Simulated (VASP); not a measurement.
Write the native input for VASP 6.6.1 that does the following.

```yaml
Task: single point
Functional: PBEsol
Potentials_or_basis: VASP PAW PBE potentials, release 64 (Mg, O)
Cutoff: 520 eV
k_mesh: 9 × 9 × 6
Occupations: gaussian, width 0.05 eV
Spin: no spin polarisation
Dipole_correction: no
Further_INCAR_settings: ALGO = Normal; EDIFF = 1e-06; NBANDS = 16
```

The structure of MgO lies in POSCAR:

```
MgO
1.0
    3.1300000000      0.0000000000      0.0000000000
   -1.5650000000      2.7106595138      0.0000000000
    0.0000000000      0.0000000000      5.3206000000
Mg O
2 2
Direct
    0.3333333333      0.6666666667      0.0036583380
    0.6666666667      0.3333333333      0.5036583380
    0.3333333333      0.6666666667      0.4009416620
    0.6666666667      0.3333333333      0.9009416620
```

The input as run:

INCAR

```
ALGO = Normal ; EDIFF = 1E-6
ENCUT = 520 ; GGA = PS
ISIF = 2 ; ISMEAR = 0
LASPH = T ; LCHARG = F
LREAL = F ; LWAVE = F
NBANDS = 16 ; NELM = 80
PREC = Accurate ; SIGMA = 0.05
```

KPOINTS

```
k-points
0
Gamma
  9 9 6
```

Potentials or basis: VASP PAW PBE potentials, release 64 (Mg, O).

Run with:

```bash
$ cat potpaw_PBE.64/Mg/POTCAR potpaw_PBE.64/O/POTCAR > POTCAR
$ mpirun -np 1 vasp_std > vasp.out
```

Results of the run:

```json
{
  "Pressure": "10.3 GPa",
  "Largest force": "1.000 eV/Å",
  "Band gap on the k mesh": "3.83 eV, direct"
}
```

Caveat: the PAW data sets were made with another functional, which shifts forces and pressure a little.

Wall time 18 s on 1 thread of Intel(R) Xeon(R) Platinum 8488C (Sapphire Rapids) (shared host), peak memory 0.17 GiB.
